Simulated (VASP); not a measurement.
Set up this calculation in VASP 6.6.1, as the native input.

| Item | Value |
| --- | --- |
| Task | single point |
| Functional | revPBE |
| Potentials or basis | VASP PAW PBE potentials, release 64 (Pb_d, S) |
| Cutoff | 520 eV |
| k mesh | 8 × 8 × 8 |
| Occupations | fermi-dirac, width 0.05 eV |
| Spin | no spin polarisation |
| Dipole correction | no |
| Further INCAR settings | ALGO = Normal; EDIFF = 1e-07; NBANDS = 17 |

The structure of PbS lies in POSCAR:

```
PbS
1.0
    0.0000000000      2.9657500000      2.9657500000
    2.9657500000      0.0000000000      2.9657500000
    2.9657500000      2.9657500000      0.0000000000
Pb S
1 1
Direct
    0.0000000000      0.0000000000      0.0000000000
    0.5000000000      0.5000000000      0.5000000000
```

The input as run:

INCAR

```
SYSTEM = PbS
  ALGO = Normal
  EDIFF = 1E-7
  ENCUT = 520
  GGA = RE
  ISIF = 2
  ISMEAR = -1
  LASPH = .TRUE.
  LCHARG = .FALSE.
  LREAL = .FALSE.
  LWAVE = .FALSE.
  NBANDS = 17
  NELM = 100
  PREC = Accurate
  SIGMA = 0.05
```

KPOINTS

```
k-points
0
G
  8 8 8
  0 0 0
```

Potentials or basis: VASP PAW PBE potentials, release 64 (Pb_d, S).

The run is started by

```bash
$ cat potpaw_PBE.64/Pb_d/POTCAR potpaw_PBE.64/S/POTCAR > POTCAR
$ mpirun -np 1 vasp_std > vasp.out
```

It gave:

The pressure is 3.6 GPa. The band gap on the k mesh is 0.43 eV.

Caveat: the cell stands under pressure; the PAW data sets were made with another functional, which shifts forces and pressure a little; spin-orbit coupling is left out, which moves the levels of the heavy elements.

It took 13 s on 1 thread of AMD EPYC 9R45 96-Core Processor (Zen 5), on a shared host, peak memory 0.16 GiB.
